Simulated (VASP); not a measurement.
Crystal: Ge.

```
Ge
1.0
    -2.49590    2.65086    1.43695
     2.49590   -2.65086    1.43695
     2.49590    2.65086   -1.43695
Ge
2
Cartesian
  0.0000 1.3254 0.1841
  2.4959 1.3254 1.2529
```

Base run:

- Program: VASP 6.6.1
- Functional: BLYP
- Potentials or basis: VASP PAW PBE potentials, release 64 (Ge_d)
- Cutoff: 520 eV
- k mesh: 11 × 11 × 11
- Occupations: fermi-dirac, width 0.05 eV
- Spin: no spin polarisation

Its results: band gap on the k mesh zero (bands 14 and 15 overlap by 4.98 eV); pressure 7.4 GPa; largest force 0.076 eV/Å.

Task: The run is repeated on the same cell with these changes: functional from BLYP to revPBE. What comes out?

Result: Band gap on the k mesh zero (bands 14 and 15 overlap by 5.24 eV); pressure 2.2 GPa; largest force 0.055 eV/Å.

Caveats: the PAW data sets were made with another functional, which shifts forces and pressure a little; the cell stands under pressure (at least some runs).
